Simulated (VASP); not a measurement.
# Mo4N in VASP: further runs, part 2 of 2

VASP 6.6.1.

## Step 3: Single point, PBEsol

Input file INCAR:

```
SYSTEM = Mo4N
PREC = Accurate
ENCUT = 520
EDIFF = 1E-6
ISMEAR = 0
SIGMA = 0.1
LREAL = .FALSE.
LASPH = .TRUE.
NELM = 60
ALGO = Normal
ISIF = 2
LWAVE = .FALSE.
LCHARG = .TRUE.
LDIPOL = .TRUE.
IDIPOL = 3
DIPOL = 0.5 0.5 0.347
GGA = PS
LELF = .TRUE.
LVHAR = .TRUE.
LVACPOTAV = .TRUE.
NBANDS = 38
```

Input file KPOINTS:

```
regular mesh
0
G
  9 9 1
  0 0 0
```

Input file POSCAR:

```
Mo4N
1.0
    3.1294301619      0.0000000000      0.0000000000
    0.0000000000      3.1294301619      0.0000000000
    0.0000000000      0.0000000000     20.0433475232
Mo N
4 1
Direct
    0.5000000000      0.5000000000      0.1995674622
    0.0000000000      0.0000000000      0.2776340167
    0.5000000000      0.5000000000      0.3579998484
    0.0000000000      0.0000000000      0.4262435461
    0.2500000000      0.3750000000      0.4759016042
```

Potentials or basis: VASP PAW PBE potentials, release 64 (Mo_sv, N).

The run is started by

```bash
$ cat potpaw_PBE.64/Mo_sv/POTCAR potpaw_PBE.64/N/POTCAR > POTCAR
$ mpirun -np 1 vasp_std > vasp.out
```

OUTCAR:

```text
SYSTEM = Mo4N
   PREC = Accurate
   ENCUT = 520
   EDIFF = 1E-6
   ISMEAR = 0
   LREAL = .FALSE.
   LASPH = .TRUE.
   NELM = 60
   ISIF = 2
   GGA = PS

 ion  position               nearest neighbor table
   1  0.500  0.500  0.200-   2 2.71   2 2.71   2 2.71   2 2.71   3 3.18
   2  0.000  0.000  0.278-   1 2.71   1 2.71   1 2.71   1 2.71   3 2.74   3 2.74   3 2.74   3 2.74
                             4 2.98
   3  0.500  0.500  0.358-   5 2.52   4 2.60   4 2.60   4 2.60   4 2.60   2 2.74   2 2.74   2 2.74
                             2 2.74   1 3.18
   4  0.000  0.000  0.426-   5 1.73   5 2.33   3 2.60   3 2.60   3 2.60   3 2.60   2 2.98
   5  0.250  0.375  0.476-   4 1.73   4 2.33   3 2.52

  LATTYP: Found a simple tetragonal cell.
 ALAT       =     3.1294301619
 C/A-ratio  =     6.4047914433

  Lattice vectors:

 A1 = (   3.1294301619,   0.0000000000,   0.0000000000)
 A2 = (   0.0000000000,   3.1294301619,   0.0000000000)
 A3 = (   0.0000000000,   0.0000000000,  20.0433475232)

Analysis of symmetry for initial positions (statically):
=====================================================================
 Subroutine PRICEL returns:
 Original cell was already a primitive cell.

 Routine SETGRP: Setting up the symmetry group for a
 simple tetragonal supercell.

 Subroutine GETGRP returns: Found  1 space group operations
 (whereof  1 operations were pure point group operations)
 out of a pool of 16 trial point group operations.

The static configuration has the point symmetry C_1 .

Analysis of symmetry for dynamics (positions and initial velocities):
=====================================================================
 Subroutine PRICEL returns:
 Original cell was already a primitive cell.

 Routine SETGRP: Setting up the symmetry group for a
 simple tetragonal supercell.

 Subroutine GETGRP returns: Found  1 space group operations
 (whereof  1 operations were pure point group operations)
 out of a pool of 16 trial point group operations.

The dynamic configuration has the point symmetry C_1 .

 Subroutine INISYM returns: Found  1 space group operations
 (whereof  1 operations are pure point group operations),
 and found     1 'primitive' translations

----------------------------------------------------------------------------------------

                                     Primitive cell

  volume of cell :     196.2912

  direct lattice vectors                    reciprocal lattice vectors
     3.129430162  0.000000000  0.000000000     0.319546994  0.000000000  0.000000000
     0.000000000  3.129430162  0.000000000     0.000000000  0.319546994  0.000000000
     0.000000000  0.000000000 20.043347523     0.000000000  0.000000000  0.049891866

  length of vectors
     3.129430162  3.129430162 20.043347523     0.319546994  0.319546994  0.049891866

  position of ions in fractional coordinates (direct lattice)
     0.500000000  0.500000000  0.199567462
     0.000000000  0.000000000  0.277634017
     0.500000000  0.500000000  0.357999848
     0.000000000  0.000000000  0.426243546
     0.250000000  0.375000000  0.475901604

  ion indices of the primitive-cell ions
   primitive index   ion index
                 1           1
                 2           2
                 3           3
[... 26 lines left out ...]

 Found     41 irreducible k-points:

 Following reciprocal coordinates:
            Coordinates               Weight
  0.000000  0.000000  0.000000      1.000000
  0.111111  0.000000  0.000000      2.000000
  0.000000  0.111111  0.000000      2.000000
  0.222222  0.000000  0.000000      2.000000
  0.000000  0.222222  0.000000      2.000000
  0.333333  0.000000  0.000000      2.000000
[... 16 lines left out ...]
  0.111111  0.444444  0.000000      2.000000
  0.222222  0.222222  0.000000      2.000000
 [... further k-points ...]
   k-points           NKPTS =     41   k-points in BZ     NKDIM =     41   number of bands    NBANDS=     38
   number of dos      NEDOS =    301   number of ions     NIONS =      5
   total plane-waves  NPLWV =  86400
   dimension x,y,z NGX =    24 NGY =   24 NGZ =  150
   dimension x,y,z NGXF=    48 NGYF=   48 NGZF=  300
   ions per type =               4   1
   NGX,Y,Z   is equivalent  to a cutoff of  12.75, 12.75, 12.44 a.u.
   NGXF,Y,Z  is equivalent  to a cutoff of  25.50, 25.50, 24.88 a.u.
 SYSTEM =  Mo4N
   PREC   = accura    normal or accurate (medium, high low for compatibility)
   ISTART =      0    job   : 0-new  1-cont  2-samecut
   ICHARG =      2    charge: 1-file 2-atom 10-const
   ISPIN  =      1    spin polarized calculation?
   LNONCOLLINEAR =      F non collinear calculations
   LSORBIT =      F    spin-orbit coupling
   LASPH  =      T    aspherical Exc in radial PAW
   ENCUT  =  520.0 eV  38.22 Ry    6.18 a.u.   5.82  5.82 37.27*2*pi/ulx,y,z
   NELM   =     60;   NELMIN=  2; NELMDL= -5     # of ELM steps
   EDIFF  = 0.1E-05   stopping-criterion for ELM
   LREAL  =      F    real-space projection
   EDIFFG = 0.1E-04   stopping-criterion for IOM
   NSW    =      0    number of steps for IOM
   IBRION =     -1    ionic relax: 0-MD 1-quasi-New 2-CG
   NFREE  =      0    steps in history (QN), initial steepest desc. (CG)
   ISIF   =      2    stress and relaxation
   ISYM   =      2    0-nonsym 1-usesym 2-fastsym
   POTIM  = 0.5000    time-step for ionic-motion
   TEBEG  =    0.0;   TEEND  =   0.0 temperature during run
   PSTRESS=    0.0 pullay stress
   NELECT =      61.0000    total number of electrons
   NUPDOWN=      -1.0000    fix difference up-down
   EMIN   =  10.00;   EMAX   =-10.00  energy-range for DOS
   EFERMI =   0.00;   METHOD = LEGACY
   ISMEAR =     0;   SIGMA  =   0.10  broadening in eV -4-tet -1-fermi 0-gaus
   EFERMI_NEDOS =   21; number of points for ismear=-14 and -15
   IALGO  =     38    algorithm
   IMIX   =      4    mixing-type and parameters
     AMIX     =   0.40;   BMIX     =  1.00
     AMIX_MAG =   1.60;   BMIX_MAG =  1.00
  volume/ion in A,a.u.               =      39.26       264.93
  Fermi-wavevector in a.u.,A,eV,Ry     =   1.108880  2.095479 16.729923  1.229615
  Thomas-Fermi vector in A             =   2.245413
   LORBIT       =      0    0 simple, 1 ext, 2 COOP (PROOUT), +10 PAW based schemes
   GGA     = PS    functional components
   LHFCALC =     F    Hartree Fock is set to
   AEXX    =    0.0000 exact exchange contribution
   IVDW    =     0    specifies the selected vdW correction
   LEPSILON=     F    determine dielectric tensor
   LRPA    =     F    only Hartree local field effects (RPA)
 non-spin polarized calculation
 Gauss-broadening in eV      SIGMA  =   0.10
  energy-cutoff  :      520.00
  volume of cell :      196.29
 maximum number of plane-waves:      5322
   NGX = 11   NGY = 11   NGZ = 75

 dipolmoment           0.000000      0.000000     -0.004433 electrons x Angstroem

 number of electron      60.9999996 magnetization

 dipolmoment           0.000000      0.000000      0.099222 electrons x Angstroem

 Free energy of the ion-electron system (eV)
  ---------------------------------------------------
  ext. energy  EPLUGINS =         0.00000000
  ---------------------------------------------------
  free energy    TOTEN  =       -51.33964013 eV

  energy without entropy =      -51.32118943  energy(sigma->0) =      -51.33041478

 E-fermi :   1.0080     XC(G=0):  -5.6517

 val. band max:        0.9807948606   @ k =   0.1111   0.1111   0.0000
 cond. band min:       1.0326226950   @ k =   0.2222   0.1111   0.0000
 fundamental gap:      0.0518278344
 Fermi energy:         1.0079760802

 k-point     1 :       0.0000    0.0000    0.0000
  band No.  band energies     occupation
      1     -60.2619      2.00000
      2     -59.9110      2.00000
      3     -59.7116      2.00000
      4     -59.5509      2.00000
      5     -34.9080      2.00000
      6     -34.4584      2.00000
[... 973 lines left out ...]
     37       2.9583      0.00000
     38       3.6063      0.00000

 [... further k-points ...]
[... 5 lines left out ...]
  --------------------------------------------------------------------------------------
  -------------------------------------------------------------------------------------
  Total       -0.6951423     -1.1079716     -0.4560902      3.5366583      3.8489036      2.6905550
  in kB       -5.6739241     -9.0435393     -3.7227210     28.8670825     31.4157063     21.9609781
  external PRESSURE =      -6.1467281 kB  Pullay stress =       0.0000000 kB

 VOLUME and BASIS-vectors are now :
 -----------------------------------------------------------------------------
  energy-cutoff  :      520.00
  volume of cell :      196.29
      direct lattice vectors                 reciprocal lattice vectors
     3.129430162  0.000000000  0.000000000     0.319546994  0.000000000  0.000000000
     0.000000000  3.129430162  0.000000000     0.000000000  0.319546994  0.000000000
     0.000000000  0.000000000 20.043347523     0.000000000  0.000000000  0.049891866

 POSITION                                       TOTAL-FORCE (eV/Angst)
 -----------------------------------------------------------------------------------
      1.56472      1.56472      4.00000        -0.111173     -0.094400      1.978921
      0.00000      0.00000      5.56472         0.381630      0.247795     -1.806772
      1.56472      1.56472      7.17552        -1.166819     -0.734560     -2.302945
      0.00000      0.00000      8.54335        -0.839674     -2.589678      2.087678
      0.78236      1.17354      9.53866         1.736036      3.170843      0.043117
 -----------------------------------------------------------------------------------
    total drift:                                0.000038      0.000058      0.000506

  FREE ENERGIE OF THE ION-ELECTRON SYSTEM (eV)
  ---------------------------------------------------
  free  energy   TOTEN  =       -51.3396401329 eV

  energy  without entropy=      -51.3211894263  energy(sigma->0) =      -51.33041478

 vacuum level on the upper side and lower side of the slab         6.857         5.023
```

It took 4.6 min on 1 thread of Intel Xeon 6975P-C (Granite Rapids), shared host; peak memory 0.41 GiB.

What came out:

```
Free energy            : -51.3396 eV
Largest force          : 3.615 eV/Å
Band gap on the k mesh : zero (an odd number of electrons rules out a gap without spin polarisation)
```

Forces in eV/Å, atoms in the order of the input:
```
Mo  -0.111 -0.094  1.979
Mo   0.382  0.248 -1.807
Mo  -1.167 -0.735 -2.303
Mo  -0.840 -2.590  2.088
N    1.736  3.171  0.043
```

Caveat: the PAW data sets were made with another functional, which shifts forces and pressure a little.
